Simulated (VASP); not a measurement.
# CsSrF3 (R-3m) in VASP: notebook

Runs on CsSrF3. Level: LDA. Tasks: single point.

Program: VASP 6.6.1. These are calculated values, not measurements. Logs are shortened: lines on timing, memory, paths and dates and some standing lists are left out, and cuts for length are marked.

### 1 The cell of the first run

It takes space group R-3m (No. 166, trigonal). The conventional cell has a = 8.487 Å, b = 8.487 Å, c = 5.197 Å, α = 90.00°, β = 90.00°, γ = 120.00°. Within 3.4 Å of Cs (site symmetry -3m) lie 2 Sr at 2.60 Å and 6 F at 3.00 Å. Sr (site symmetry -3m) has 6 F at 2.60 Å and 2 Cs at 2.60 Å within 3.4 Å. Within 3.4 Å of F (site symmetry 2/m) lie 2 Sr at 2.60 Å and 4 F at 3.00 Å and 2 Cs at 3.00 Å.

### 2 Single point, LDA

Contents of INCAR:

```
SYSTEM = CsSrF3
PREC = Accurate
ENCUT = 520
EDIFF = 1E-6
ISMEAR = 0
SIGMA = 0.05
LREAL = .FALSE.
LASPH = .TRUE.
NELM = 100
ALGO = Normal
ISIF = 2
LWAVE = .FALSE.
LCHARG = .TRUE.
GGA = CA
LELF = .TRUE.
LVHAR = .TRUE.
NBANDS = 28
```

Contents of KPOINTS:

```
regular mesh
0
G
  6 6 6
  0 0 0
```

Contents of POSCAR:

```
CsSrF3
1.0
    5.0010959781     -1.0002191956     -1.0002191956
   -1.0002191956      5.0010959781     -1.0002191956
   -1.0002191956     -1.0002191956      5.0010959781
Cs Sr F
1 1 3
Direct
    0.0000000000      0.0000000000      0.0000000000
    0.5000000000      0.5000000000      0.5000000000
    0.0000000000      0.5000000000      0.5000000000
    0.5000000000      0.0000000000      0.5000000000
    0.5000000000      0.5000000000      0.0000000000
```

Potentials or basis: VASP PAW LDA potentials, release 64 (Cs_sv, Sr_sv, F).

Launch:

```
cat potpaw_LDA.64/Cs_sv/POTCAR potpaw_LDA.64/Sr_sv/POTCAR potpaw_LDA.64/F/POTCAR > POTCAR
mpirun -np 1 vasp_std > vasp.out
```

OUTCAR:

```text
SYSTEM = CsSrF3
   PREC = Accurate
   ENCUT = 520
   EDIFF = 1E-6
   ISMEAR = 0
   LREAL = .FALSE.
   LASPH = .TRUE.
   NELM = 100
   ISIF = 2
   GGA = CA

 ion  position               nearest neighbor table
   1  0.000  0.000  0.000-   2 2.60   2 2.60
   2  0.500  0.500  0.500-   3 2.60   4 2.60   5 2.60   5 2.60   4 2.60   3 2.60   1 2.60   1 2.60

   3  0.000  0.500  0.500-   2 2.60   2 2.60
   4  0.500  0.000  0.500-   2 2.60   2 2.60
   5  0.500  0.500  0.000-   2 2.60   2 2.60

  LATTYP: Found a body centered cubic cell.
 ALAT       =     6.0013151737

  Lattice vectors:

 A1 = (   5.0010959781,  -1.0002191956,  -1.0002191956)
 A2 = (  -1.0002191956,   5.0010959781,  -1.0002191956)
 A3 = (  -1.0002191956,  -1.0002191956,   5.0010959781)

Analysis of symmetry for initial positions (statically):
=====================================================================
 Subroutine PRICEL returns:
 Original cell was already a primitive cell.

 Routine SETGRP: Setting up the symmetry group for a
 body centered cubic supercell.

 Subroutine GETGRP returns: Found 12 space group operations
 (whereof 12 operations were pure point group operations)
 out of a pool of 48 trial point group operations.

The static configuration has the point symmetry D_3d.

Analysis of symmetry for dynamics (positions and initial velocities):
=====================================================================
 Subroutine PRICEL returns:
 Original cell was already a primitive cell.

 Routine SETGRP: Setting up the symmetry group for a
 body centered cubic supercell.

 Subroutine GETGRP returns: Found 12 space group operations
 (whereof 12 operations were pure point group operations)
 out of a pool of 48 trial point group operations.

The dynamic configuration has the point symmetry D_3d.

 Subroutine INISYM returns: Found 12 space group operations
 (whereof 12 operations are pure point group operations),
 and found     1 'primitive' translations

----------------------------------------------------------------------------------------

                                     Primitive cell

  volume of cell :     108.0710

  direct lattice vectors                    reciprocal lattice vectors
     5.001095978 -1.000219196 -1.000219196     0.222173523  0.055543381  0.055543381
    -1.000219196  5.001095978 -1.000219196     0.055543381  0.222173523  0.055543381
    -1.000219196 -1.000219196  5.001095978     0.055543381  0.055543381  0.222173523

  length of vectors
     5.197291397  5.197291397  5.197291397     0.235650607  0.235650607  0.235650607

  position of ions in fractional coordinates (direct lattice)
     0.000000000  0.000000000  0.000000000
     0.500000000  0.500000000  0.500000000
     1.000000000  0.500000000  0.500000000
     0.500000000  1.000000000  0.500000000
     0.500000000  0.500000000  1.000000000

  ion indices of the primitive-cell ions
   primitive index   ion index
                 1           1
                 2           2
                 3           3
                 4           4
                 5           5

----------------------------------------------------------------------------------------

 KPOINTS: regular mesh

Automatic generation of k-mesh.
 Grid dimensions read from file:
 generate k-points for:    6    6    6

 Generating k-lattice:

  Cartesian coordinates                     Fractional coordinates (reciprocal lattice)
     0.037028920  0.009257230  0.009257230     0.166666667 -0.000000000 -0.000000000
     0.009257230  0.037028920  0.009257230    -0.000000000  0.166666667 -0.000000000
     0.009257230  0.009257230  0.037028920    -0.000000000 -0.000000000  0.166666667

  Length of vectors
     0.039275101  0.039275101  0.039275101

  Shift w.r.t. Gamma in fractional coordinates (k-lattice)
     0.000000000  0.000000000  0.000000000

 Subroutine IBZKPT returns following result:
 ===========================================

 Found     32 irreducible k-points:

 Following reciprocal coordinates:
            Coordinates               Weight
  0.000000  0.000000  0.000000      1.000000
  0.166667  0.000000  0.000000      6.000000
  0.166667  0.000000 -0.166667      6.000000
  0.333333  0.000000  0.000000      6.000000
  0.333333  0.000000 -0.333333      6.000000
  0.500000  0.000000  0.000000      3.000000
[... 16 lines left out ...]
  0.166667 -0.166667  0.333333     12.000000
  0.500000  0.500000  0.166667      6.000000
 [... further k-points ...]
   k-points           NKPTS =     32   k-points in BZ     NKDIM =     32   number of bands    NBANDS=     28
   number of dos      NEDOS =    301   number of ions     NIONS =      5
   total plane-waves  NPLWV =  64000
   dimension x,y,z NGX =    40 NGY =   40 NGZ =   40
   dimension x,y,z NGXF=    80 NGYF=   80 NGZF=   80
   ions per type =               1   1   3
   NGX,Y,Z   is equivalent  to a cutoff of  12.79, 12.79, 12.79 a.u.
   NGXF,Y,Z  is equivalent  to a cutoff of  25.59, 25.59, 25.59 a.u.
 SYSTEM =  CsSrF3
   PREC   = accura    normal or accurate (medium, high low for compatibility)
   ISTART =      0    job   : 0-new  1-cont  2-samecut
   ICHARG =      2    charge: 1-file 2-atom 10-const
   ISPIN  =      1    spin polarized calculation?
   LNONCOLLINEAR =      F non collinear calculations
   LSORBIT =      F    spin-orbit coupling
   LASPH  =      T    aspherical Exc in radial PAW
   ENCUT  =  520.0 eV  38.22 Ry    6.18 a.u.   9.66  9.66  9.66*2*pi/ulx,y,z
   NELM   =    100;   NELMIN=  2; NELMDL= -5     # of ELM steps
   EDIFF  = 0.1E-05   stopping-criterion for ELM
   LREAL  =      F    real-space projection
   EDIFFG = 0.1E-04   stopping-criterion for IOM
   NSW    =      0    number of steps for IOM
   IBRION =     -1    ionic relax: 0-MD 1-quasi-New 2-CG
   NFREE  =      0    steps in history (QN), initial steepest desc. (CG)
   ISIF   =      2    stress and relaxation
   ISYM   =      2    0-nonsym 1-usesym 2-fastsym
   POTIM  = 0.5000    time-step for ionic-motion
   TEBEG  =    0.0;   TEEND  =   0.0 temperature during run
   PSTRESS=    0.0 pullay stress
   NELECT =      40.0000    total number of electrons
   NUPDOWN=      -1.0000    fix difference up-down
   EMIN   =  10.00;   EMAX   =-10.00  energy-range for DOS
   EFERMI =   0.00;   METHOD = LEGACY
   ISMEAR =     0;   SIGMA  =   0.05  broadening in eV -4-tet -1-fermi 0-gaus
   EFERMI_NEDOS =   21; number of points for ismear=-14 and -15
   IALGO  =     38    algorithm
   IMIX   =      4    mixing-type and parameters
     AMIX     =   0.40;   BMIX     =  1.00
     AMIX_MAG =   1.60;   BMIX_MAG =  1.00
  volume/ion in A,a.u.               =      21.61       145.86
  Fermi-wavevector in a.u.,A,eV,Ry     =   1.175416  2.221215 18.797858  1.381604
  Thomas-Fermi vector in A             =   2.311797
   LORBIT       =      0    0 simple, 1 ext, 2 COOP (PROOUT), +10 PAW based schemes
   GGA     = CA    functional components
   LHFCALC =     F    Hartree Fock is set to
   AEXX    =    0.0000 exact exchange contribution
   IVDW    =     0    specifies the selected vdW correction
   LEPSILON=     F    determine dielectric tensor
   LRPA    =     F    only Hartree local field effects (RPA)
 non-spin polarized calculation
 Gauss-broadening in eV      SIGMA  =   0.05
  energy-cutoff  :      520.00
  volume of cell :      108.07
 maximum number of plane-waves:      2928
 NGX is ok and might be reduce to    40

 number of electron      40.0000000 magnetization

 Free energy of the ion-electron system (eV)
  ---------------------------------------------------
  ext. energy  EPLUGINS =         0.00000000
  ---------------------------------------------------
  free energy    TOTEN  =       -21.81659849 eV

  energy without entropy =      -21.81659849  energy(sigma->0) =      -21.81659849

 E-fermi :  -1.2020     XC(G=0):  -8.9664

 val. band max:       -1.4575457560   @ k =   0.0000   0.0000   0.0000
 cond. band min:       2.4918385945   @ k =   0.0000   0.0000   0.0000
 fundamental gap:      3.9493843506
 Fermi energy:        -1.2019779777

 k-point     1 :       0.0000    0.0000    0.0000
  band No.  band energies     occupation
      1     -34.3417      2.00000
      2     -21.7992      2.00000
      3     -20.4110      2.00000
      4     -20.3087      2.00000
      5     -20.3087      2.00000
      6     -18.1542      2.00000
[... 20 lines left out ...]
     27       8.0465      0.00000
     28       8.0465      0.00000

 k-point     2 :       0.1667    0.0000    0.0000
  band No.  band energies     occupation
      1     -34.3376      2.00000
      2     -21.9789      2.00000
      3     -20.4304      2.00000
      4     -20.3405      2.00000
      5     -20.3116      2.00000
      6     -17.7250      2.00000
[... 20 lines left out ...]
     27       7.7872      0.00000
     28       7.9113      0.00000

 k-point     3 :       0.1667    0.0000   -0.1667
  band No.  band energies     occupation
      1     -34.3409      2.00000
      2     -21.7873      2.00000
      3     -20.4501      2.00000
      4     -20.3382      2.00000
      5     -20.3280      2.00000
      6     -18.1270      2.00000
[... 20 lines left out ...]
     27       8.1449      0.00000
     28       8.1642      0.00000

 k-point     4 :       0.3333    0.0000    0.0000
  band No.  band energies     occupation
      1     -34.3292      2.00000
      2     -22.2812      2.00000
      3     -20.4473      2.00000
      4     -20.3977      2.00000
      5     -20.3170      2.00000
      6     -16.8712      2.00000
[... 578 lines left out ...]
     27       8.0208      0.00000
     28       8.4685      0.00000

 k-point    23 :       0.1667   -0.1667    0.3333
  band No.  band energies     occupation
      1     -34.3284      2.00000
      2     -22.2870      2.00000
      3     -20.4959      2.00000
      4     -20.4461      2.00000
      5     -20.2589      2.00000
      6     -16.8624      2.00000
[... 20 lines left out ...]
     27       7.5850      0.00000
     28       7.7833      0.00000

 k-point    24 :       0.5000    0.5000    0.1667
  band No.  band energies     occupation
      1     -34.3341      2.00000
      2     -21.9649      2.00000
      3     -20.5967      2.00000
      4     -20.4734      2.00000
      5     -20.2643      2.00000
      6     -17.6595      2.00000
[... 20 lines left out ...]
     27       8.3075      0.00000
     28       8.5550      0.00000

 [... further k-points ...]
[... 5 lines left out ...]
  --------------------------------------------------------------------------------------
  -------------------------------------------------------------------------------------
  Total        1.8975214      1.8975214      1.8975214     12.2374144     12.2374144     12.2374144
  in kB       28.1311807     28.1311807     28.1311807    181.4224128    181.4224128    181.4224128
  external PRESSURE =      28.1311807 kB  Pullay stress =       0.0000000 kB

 VOLUME and BASIS-vectors are now :
 -----------------------------------------------------------------------------
  energy-cutoff  :      520.00
  volume of cell :      108.07
      direct lattice vectors                 reciprocal lattice vectors
     5.001095978 -1.000219196 -1.000219196     0.222173523  0.055543381  0.055543381
    -1.000219196  5.001095978 -1.000219196     0.055543381  0.222173523  0.055543381
    -1.000219196 -1.000219196  5.001095978     0.055543381  0.055543381  0.222173523

 POSITION                                       TOTAL-FORCE (eV/Angst)
 -----------------------------------------------------------------------------------
      0.00000      0.00000      0.00000         0.000000      0.000000      0.000000
      1.50033      1.50033      1.50033         0.000000     -0.000000      0.000000
     -1.00022      2.00044      2.00044        -0.000000      0.000000      0.000000
      2.00044     -1.00022      2.00044        -0.000000      0.000000     -0.000000
      2.00044      2.00044     -1.00022         0.000000      0.000000     -0.000000
 -----------------------------------------------------------------------------------
    total drift:                                0.000000      0.000000     -0.000000

  FREE ENERGIE OF THE ION-ELECTRON SYSTEM (eV)
  ---------------------------------------------------
  free  energy   TOTEN  =       -21.8165984929 eV

  energy  without entropy=      -21.8165984929  energy(sigma->0) =      -21.81659849
```

Run time: 93 s. Hardware: 1 thread of Intel Xeon 6975P-C (Granite Rapids), shared host; peak memory 0.25 GiB.

Results:

- Free energy: -21.8166 eV
- Pressure: 2.8 GPa
- Band gap on the k mesh: 3.95 eV, direct

Caveat: spin-orbit coupling is left out, which moves the levels of the heavy elements.

### 3 Single point, LDA

This run uses another cell than the first one, of the same volume but with other edges.

Contents of INCAR:

```
PREC     = Accurate       # precision mode
ENCUT    = 520            # plane-wave cutoff, eV
EDIFF    = 1E-6           # SCF threshold, eV
ISMEAR   = 0              # smearing method
SIGMA    = 0.05           # smearing width, eV
LREAL    = False          # projectors in reciprocal space
LASPH    = True           # aspherical terms in the spheres
NELM     = 80             # most SCF steps
ALGO     = Normal         # electronic algorithm
ISIF     = 2              # what is computed and relaxed
LWAVE    = False          # write WAVECAR
LCHARG   = True           # write CHGCAR
LELF     = True           # ELF
LVHAR    = True         
NBANDS   = 28             # bands
```

Contents of KPOINTS:

```
Automatic mesh
0
Gamma
  6 6 6
```

Changes to POSCAR since step 2:

```diff
@@ -2,5 +2,5 @@
 1.0
-    5.0010959781     -1.0002191956     -1.0002191956
-   -1.0002191956      5.0010959781     -1.0002191956
-   -1.0002191956     -1.0002191956      5.0010959781
+    5.0407888763      1.2601972191      1.2601972191
+    1.2601972191      5.0407888763      1.2601972191
+    1.2601972191      1.2601972191      5.0407888763
 Cs Sr F
```

Potentials or basis: VASP PAW LDA potentials, release 64 (Cs_sv, Sr_sv, F).

Launch:

```
cat potpaw_LDA.64/Cs_sv/POTCAR potpaw_LDA.64/Sr_sv/POTCAR potpaw_LDA.64/F/POTCAR > POTCAR
mpirun -np 1 vasp_std > vasp.out
```

It took 84 s on 1 thread of Intel Xeon 6975P-C (Granite Rapids), shared host; peak memory 0.25 GiB.

Results (log left out):

| Quantity | Value |
| --- | --- |
| Free energy | -23.5625 eV |
| Pressure | -1.2 GPa |
| Band gap on the k mesh | 1.78 eV, direct |

Stress tensor (GPa, compression positive):
```
-1.20 -9.74 -9.74
-9.74 -1.20 -9.74
-9.74 -9.74 -1.20
```

Levels at points of the mesh, in eV from the valence-band top:
```csv
k point,band 16,band 17,band 18,band 19,band 20,band 21,band 22,band 23,band 24,band 25
"(0.00, 0.00, 0.00)",-1.02,-0.66,-0.66,0.00,0.00,1.78,3.72,3.72,6.17,6.17
"(0.50, 0.00, 0.00)",-1.80,-1.76,-1.39,-0.50,-0.35,4.04,4.21,5.82,5.87,5.88
"(0.50, 0.50, 0.50)",-1.01,-0.67,-0.67,-0.01,-0.01,4.17,5.35,5.35,7.05,7.05
"(0.50, 0.50, 0.00)",-1.86,-1.85,-1.31,-0.49,-0.36,3.63,5.12,5.14,6.01,6.68
```

Caveat: spin-orbit coupling is left out, which moves the levels of the heavy elements.

### 4 Single point, LDA

This run uses another cell than the first one, of the same volume but with other edges.

Contents of INCAR:

```
SYSTEM = CsSrF3
ALGO = Normal
EDIFF = 1E-6
ENCUT = 520
ISIF = 2
ISMEAR = 0
LASPH = .True.
LCHARG = .True.
LELF = .True.
LREAL = .False.
LVHAR = .True.
LWAVE = .False.
NBANDS = 28
NELM = 80
PREC = Accurate
SIGMA = 0.05
```

Contents of KPOINTS:

```
k-points
0
Gamma
  6 6 6
  0 0 0
```

Changes to POSCAR since step 3:

```diff
@@ -2,5 +2,5 @@
 1.0
-    5.0407888763      1.2601972191      1.2601972191
-    1.2601972191      5.0407888763      1.2601972191
-    1.2601972191      1.2601972191      5.0407888763
+    4.8231602328     -0.5161315378     -0.5161315378
+   -0.5161315378      4.8231602328     -0.5161315378
+   -0.5161315378     -0.5161315378      4.8231602328
 Cs Sr F
```

Launch:

```
cat potpaw_LDA.64/Cs_sv/POTCAR potpaw_LDA.64/Sr_sv/POTCAR potpaw_LDA.64/F/POTCAR > POTCAR
mpirun -np 1 vasp_std > vasp.out
```

It took 47 s on 1 thread of Intel Xeon 6975P-C (Granite Rapids), shared host; peak memory 0.23 GiB.

The run converged. Its results:

```yaml
Free_energy: -26.2827 eV
Pressure: -3.5 GPa
Band_gap_on_the_k_mesh: 5.63 eV, indirect (least direct gap 5.67 eV)
```

Stress tensor (GPa, compression positive):
```
-3.55  4.12  4.12
 4.12 -3.55  4.12
 4.12  4.12 -3.55
```

Levels at points of the mesh, in eV from the valence-band top:
```csv
k point,band 16,band 17,band 18,band 19,band 20,band 21,band 22,band 23,band 24,band 25
"(0.00, 0.00, 0.00)",-0.46,-0.40,-0.06,-0.04,-0.04,5.63,6.43,6.43,6.55,9.45
"(0.50, 0.00, 0.00)",-0.61,-0.55,-0.44,-0.37,-0.10,7.26,7.70,8.41,8.84,9.06
"(0.50, 0.50, 0.00)",-0.65,-0.47,-0.43,-0.34,-0.06,6.51,7.48,8.63,8.63,9.73
"(0.50, 0.50, 0.50)",-0.91,-0.40,-0.07,-0.07,0.00,8.22,8.22,8.43,9.21,9.21
```

Caveat: spin-orbit coupling is left out, which moves the levels of the heavy elements. A k mesh can miss the band edges.

### 5 Summary

| cell | gap on the mesh (eV) | pressure (GPa) |
| --- | --- | --- |
| a = 5.197 Å, angles 109.5°, 5 atoms | 3.95 | 2.8 |
| a = 5.347 Å, angles 60.0°, 5 atoms | 1.78 | -1.2 |
| a = 4.878 Å, angles 101.4°, 5 atoms | 5.63 | -3.5 |

Alike in all rows: task single point; level LDA; potentials or basis VASP PAW LDA potentials, release 64 (Cs_sv, Sr_sv, F); no spin polarisation; k mesh 6 × 6 × 6; cutoff (eV) 520; smearing gaussian 0.05 eV.

Caveats: spin-orbit coupling is left out, which moves the levels of the heavy elements.

Total energies depend on the potentials used, so only differences within one code and one set of settings carry meaning.
